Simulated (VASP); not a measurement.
A run of VASP 6.6.1:

INCAR

```
PREC     = Accurate       # precision mode
ENCUT    = 600            # plane-wave cutoff, eV
EDIFF    = 1E-6           # SCF threshold, eV
ISMEAR   = -1             # smearing method
SIGMA    = 0.1            # smearing width, eV
LREAL    = F              # projectors in reciprocal space
LASPH    = T              # aspherical terms in the spheres
NELM     = 80             # most SCF steps
ALGO     = Normal         # electronic algorithm
ISIF     = 3              # what is computed and relaxed
LWAVE    = F              # write WAVECAR
LCHARG   = F              # write CHGCAR
GGA      = PE             # functional
IBRION   = 2              # ionic algorithm
NSW      = 60             # ionic steps
EDIFFG   = -0.005         # ionic threshold
PSTRESS  = 0.17
```

Contents of KPOINTS:

```
regular mesh
0
Gamma
  11 11 11
```

POSCAR

```
HfO2
1.0
    0.0000000000      2.5487320004      2.5487320004
    2.5487320004      0.0000000000      2.5487320004
    2.5487320004      2.5487320004      0.0000000000
Hf O
1 2
Direct
    0.0000000000      0.0000000000      0.0000000000
    0.2500000000      0.2500000000      0.2500000000
    0.7500000000      0.7500000000      0.7500000000
```

Potentials or basis: VASP PAW PBE potentials, release 64 (Hf_pv, O).

Command:

```bash
$ cat potpaw_PBE.64/Hf_pv/POTCAR potpaw_PBE.64/O/POTCAR > POTCAR
$ mpirun -np 1 vasp_std > vasp.out
```

Hardware: 1 thread of Intel(R) Xeon(R) Platinum 8259CL CPU @ 2.50GHz (Skylake/Cascade Lake), on a shared host.

Q: How long does it take, and how much memory?

A: Wall time 97 s on 1 thread of Intel(R) Xeon(R) Platinum 8259CL CPU @ 2.50GHz (Skylake/Cascade Lake), on a shared host, peak memory 0.2 GiB. Counts: scf iterations 28, k points 56, ion steps 3.
